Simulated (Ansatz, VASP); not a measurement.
# C: VASP beside Ansatz

```xyz
6
Lattice="4.0834 0.0000 0.0000 -2.0417 3.5364 0.0000 0.0000 0.0000 2.4832" Properties=species:S:1:pos:R:3 pbc="T T T"
C     1.3075    0.0000    1.2416
C    -0.6538    1.1323    2.0693
C     1.3880    2.4040    0.4139
C     2.7759    0.0000    1.2416
C    -1.3880    2.4040    2.0693
C     0.6538    1.1323    0.4139
```

Alike in both runs: functional PBE; k mesh 12 × 12 × 14; occupations gaussian, width 0.1 eV; no spin polarisation.

Ansatz relaxed the structure, and its values are those at the end. VASP's run is a single point on that final structure, the one shown.

```csv
,VASP,Ansatz
version,VASP 6.6.1,Ansatz 0.2.0
potentials or method,"VASP PAW PBE potentials, release 64 (C), cutoff 520 eV","scalar-relativistic, plane waves, PAW"
valence electrons in the cell,24,24
```

|  | VASP | Ansatz | Ansatz less VASP |
| --- | --- | --- | --- |
| gap on the k mesh at the Fermi level (eV) | none | none | - |
| pressure (GPa) | 0.5 | 0.0 | -0.53 |
| rms of the force components (eV/Å) | 0.013 | 0.000 | -0.0127 |

A gap of «none» marks a metal or a gap that the smearing closes.
